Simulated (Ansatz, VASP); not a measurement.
Ge in VASP and in Ansatz

```
Ge
1.0
     5.91640    0.00000    0.00000
     0.00000    5.91640    0.00000
     0.00000    0.00000    6.95550
Ge
12
Direct
  0.17269 0.36867 0.26087
  0.13133 0.67269 0.01087
  0.82731 0.63133 0.76087
  0.86867 0.32731 0.51087
  0.67269 0.13133 0.98913
  0.63133 0.82731 0.23913
  0.32731 0.86867 0.48913
  0.36867 0.17269 0.73913
  0.09035 0.09035 0.00000
  0.40965 0.59035 0.75000
  0.90965 0.90965 0.50000
  0.59035 0.40965 0.25000
```

Alike in both runs: functional PBE; k mesh 6 × 6 × 5; occupations fermi-dirac, width 0.05 eV; no spin polarisation.

Ansatz relaxed the structure, and its values are those at the end. VASP's run is a single point on that final structure, the one shown.

```csv
,VASP,Ansatz
version,VASP 6.6.1,Ansatz 0.2.0
potentials or method,"VASP PAW PBE potentials, release 64 (Ge_d)","plane-wave PAW, scalar-relativistic"
plane-wave cutoff (eV),520,420
valence electrons in the cell,168,168
```

```csv
,VASP,Ansatz,Ansatz less VASP
pressure (GPa),3.5,3.5,+0.04
rms of the force components (eV/Å),0.004,0.004,-0.0001
```

The functional is the same, so the differences come from potentials, cutoffs and numerics. Ansatz's warnings: stress scf threshold loose.
